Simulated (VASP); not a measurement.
## Rb: electric field gradients with r2SCAN

Rb:

```xyz
1
Lattice="-2.9347 2.9347 2.7125 2.9347 -2.9347 2.7125 2.9347 2.9347 -2.7125" Properties=species:S:1:pos:R:3 pbc="T T T"
Rb    0.0000    0.0000    0.0000
```

```json
{
 "Program": "VASP 6.6.1",
 "Task": "electric field gradients",
 "Functional": "r2SCAN",
 "Potentials or basis": "VASP PAW PBE potentials, release 64 (Rb_sv)",
 "Cutoff": "520 eV",
 "k mesh": "10 × 10 × 10",
 "Occupations": "fermi-dirac, width 0.08 eV",
 "Spin": "no spin polarisation",
 "Dipole correction": "no",
 "Further INCAR settings": "ALGO = Normal; EDIFF = 1e-08; NBANDS = 10"
}
```

| Property | Result |
| --- | --- |
| Pressure | 0.1 GPa |
| Band gap on the k mesh | zero (an odd number of electrons rules out a gap without spin polarisation) |
| Largest electric field gradient by atom | Rb +0.6 V/Å² |

Levels at points of the mesh, in eV from the Fermi level:
```csv
k point,band 1,band 2,band 3,band 4,band 5,band 6,band 7,band 8,band 9,band 10
"(0.00, 0.00, 0.00)",-30.09,-13.59,-13.59,-13.59,-2.06,3.81,4.26,4.26,4.75,5.35
"(0.50, 0.00, 0.00)",-30.09,-13.67,-13.62,-13.59,0.41,0.77,2.72,4.79,5.33,5.92
"(0.50, 0.50, 0.00)",-30.09,-13.67,-13.61,-13.58,0.27,0.57,3.20,4.52,5.50,5.72
"(0.50, 0.50, 0.50)",-30.09,-13.65,-13.65,-13.64,1.22,1.45,3.17,3.17,4.04,5.53
```

Electric field gradients, principal values (V/Å²):
| atom | least | middle | greatest (by size) |
| --- | --- | --- | --- |
| 1 Rb | -0.292 | -0.292 | 0.584 |

Run time: 4.9 min on 1 thread of AMD EPYC 9R45 96-Core Processor (Zen 5), on a shared host, peak memory 0.27 GiB.

Caveat: without QUAD_EFG the Cq values of the log hold for a quadrupole moment of 1 mb, not for the nuclei; the PAW data sets were made with another functional, which shifts forces and pressure a little.
